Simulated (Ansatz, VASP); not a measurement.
# Two plane-wave programs on Rh

```xyz
1
Lattice="2.5469 0.0000 0.0000 0.0000 2.5469 0.0000 0.0000 0.0000 2.5469" Properties=species:S:1:pos:R:3 pbc="T T T"
Rh    0.0000    0.0000    0.0000
```

Alike in both runs: task single point; functional r2SCAN; k mesh 14 × 14 × 14; occupations fermi-dirac, width 0.1 eV; no spin polarisation.

```csv
,VASP,Ansatz
version,VASP 6.6.1,Ansatz 0.2.0
potentials or method,"VASP PAW PBE potentials, release 64 (Rh_pv), cutoff 550 eV","plane waves (500 eV) with PAW, scalar-relativistic"
valence electrons in the cell,15,17
```

VASP gave:

- pressure (GPa): -6.5

Problem. Estimate Ansatz's values.

Solution. Pressure (GPa): -7.3.

VASP's potentials were made for PBE, not for r2SCAN. VASP's potentials hold 15 valence electrons a cell and Ansatz's 17, so a difference there can come from the potentials and not from the codes.
